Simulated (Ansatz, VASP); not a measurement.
**GaSb: VASP beside Ansatz**

The input POSCAR:

```
GaSb
1.0
    0.0000000000      3.0658848221      3.0658848221
    3.0658848221      0.0000000000      3.0658848221
    3.0658848221      3.0658848221      0.0000000000
Ga Sb
1 1
Direct
    0.0000000000      0.0000000000      0.0000000000
    0.2500000000      0.2500000000      0.2500000000
```

File INCAR.step1:

```
PREC = Accurate
ENCUT = 550
ISMEAR = -1
SIGMA = 0.02
LREAL = F
LASPH = T
NELM = 120
NBANDS = 16
GGA = PE
ALGO = Normal
EDIFF = 1E-5
LWAVE = T
LCHARG = F
GGA_COMPAT = F
```

INCAR.step2

```
PREC = Accurate
ENCUT = 550
EDIFF = 1E-6
ISMEAR = -1
SIGMA = 0.02
LREAL = F
LASPH = T
NELM = 120
ALGO = Normal
ISIF = 2
LWAVE = F
LCHARG = T
METAGGA = R2SCAN
LMIXTAU = T
LELF = T
LVHAR = T
NBANDS = 16
ISTART = 1
GGA_COMPAT = F
```

File KPOINTS:

```
regular mesh
0
Gamma
  6 6 6
```

Input for Ansatz:

```yaml
crystal:
  lattice:
    - [0.0, 3.0658848221, 3.0658848221]
    - [3.0658848221, 0.0, 3.0658848221]
    - [3.0658848221, 3.0658848221, 0.0]
  atoms:
    - { symbol: Ga, position: [0.0, 0.0, 0.0] }
    - { symbol: Sb, position: [0.25, 0.25, 0.25] }
kpoints:
  mp_grid: { grid: [6, 6, 6] }
hamiltonian:
  xc: r2scan
scf:
  occupations: { method: fermi_dirac, width: 0.02 }
  n_extra_bands: 4
output:
  forces: true
  stress: true
  eigenvalues: true
```

Alike in both runs: task single point; functional r2SCAN; k mesh 6 × 6 × 6; occupations fermi-dirac, width 0.02 eV; no spin polarisation.

|  | VASP | Ansatz |
| --- | --- | --- |
| version | VASP 6.6.1 | Ansatz 0.2.0 |
| potentials or method | VASP PAW PBE potentials, release 64 (Ga_d, Sb) | plane waves, PAW |
| plane-wave cutoff (eV) | 550 | 500 |
| valence electrons in the cell | 18 | 28 |

VASP gave:

| Item | Value |
| --- | --- |
| pressure (GPa) | 0.1 |

Task: Estimate Ansatz's values.

Result: Pressure (GPa): 0.0.

VASP's potentials were made for PBE, not for r2SCAN. The functional is the same, so the differences come from potentials, cutoffs and numerics. VASP's potentials hold 18 valence electrons a cell and Ansatz's 28, so a difference there can come from the potentials and not from the codes.

Spin-orbit coupling is off throughout.
